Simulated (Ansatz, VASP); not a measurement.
One calculation of SnSe, two programs

```
Sn Se
1.0
     0.00000    3.02993    3.02993
     3.02993    0.00000    3.02993
     3.02993    3.02993    0.00000
Sn Se
1 1
Direct
  0.00000 0.00000 0.00000
  0.50000 0.50000 0.50000
```

Change from the starting cell: volume scaled by 1.02.

Alike in both runs: task single point; functional LDA; k mesh 9 × 9 × 9; occupations fermi-dirac, width 0.02 eV; no spin polarisation.

|  | VASP | Ansatz |
| --- | --- | --- |
| version | VASP 6.6.1 | Ansatz 0.2.0 |
| potentials or method | VASP PAW LDA potentials, release 64 (Sn_d, Se), cutoff 520 eV | all-electron LAPW, scalar-relativistic |

|  | VASP | Ansatz | Ansatz less VASP |
| --- | --- | --- | --- |
| pressure (GPa) | -4.0 | -4.1 | -0.08 |

LDA's correlation is that of Perdew and Zunger in VASP and of Perdew and Wang (1992) in Ansatz. Ansatz ran all-electron here, and VASP with PAW potentials.
